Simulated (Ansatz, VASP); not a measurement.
Two plane-wave programs on GaN

File INCAR:

```
SYSTEM = GaN
ALGO = Normal
EDIFF = 1E-6
ENCUT = 520
GGA = PE
ISIF = 2
ISMEAR = 0
LASPH = .TRUE.
LCHARG = .TRUE.
LELF = .TRUE.
LREAL = .FALSE.
LVHAR = .TRUE.
LWAVE = .FALSE.
NBANDS = 26
NELM = 100
PREC = Accurate
SIGMA = 0.01
```

File KPOINTS:

```
k-points
0
G
  12 12 6
  0 0 0
```

POSCAR

```
GaN
1.0
    3.2184289170      0.0000000000      0.0000000000
   -1.6092144585      2.7872412024      0.0000000000
    0.0000000000      0.0000000000      5.2430304411
Ga N
2 2
Direct
    0.3333333333      0.6666666667     -0.0008683132
    0.6666666667      0.3333333333      0.4991316868
    0.3333333333      0.6666666667      0.3758683132
    0.6666666667      0.3333333333      0.8758683132
```

Input for Ansatz:

```yaml
crystal:
  lattice:
    - [3.2184289061, 0.0, 0.0]
    - [-1.6092144531, 2.787241193, 0.0]
    - [0.0, 0.0, 5.2430304973]
  atoms:
    - { symbol: Ga, position: [0.3333333333, 0.6666666667, -0.0008683118] }
    - { symbol: Ga, position: [0.6666666667, 0.3333333333, 0.4991316882] }
    - { symbol: "N", position: [0.3333333333, 0.6666666667, 0.3758683118] }
    - { symbol: "N", position: [0.6666666667, 0.3333333333, 0.8758683118] }
basis:
  ecutwfc: 420
  xc_grid: 2
kpoints:
  mp_grid: { grid: [12, 12, 6] }
  band_path: { path: [VBM, CBM], npoints: 2 }
hamiltonian:
  xc: pbe
scf:
  occupations: { method: gaussian, width: 0.01 }
output:
  forces: true
  stress: true
  eigenvalues: true
```

Alike in both runs: task single point; functional PBE; k mesh 12 × 12 × 6; occupations gaussian, width 0.01 eV; no spin polarisation.

|  | VASP | Ansatz |
| --- | --- | --- |
| version | VASP 6.6.1 | Ansatz 0.2.0 |
| potentials or method | VASP PAW PBE potentials, release 64 (Ga_d, N), cutoff 520 eV | scalar-relativistic, plane waves, PAW |
| valence electrons in the cell | 36 | 36 |

|  | VASP | Ansatz | Ansatz less VASP |
| --- | --- | --- | --- |
| gap on the k mesh at the Fermi level (eV) | 1.72 | 1.71 | -0.006 |
| least direct gap on the mesh (eV) | 1.72 | 1.71 | -0.006 |
| pressure (GPa) | 0.1 | 0.0 | -0.12 |

With one functional, cell and mesh, what is left measures potentials, basis and numerics.
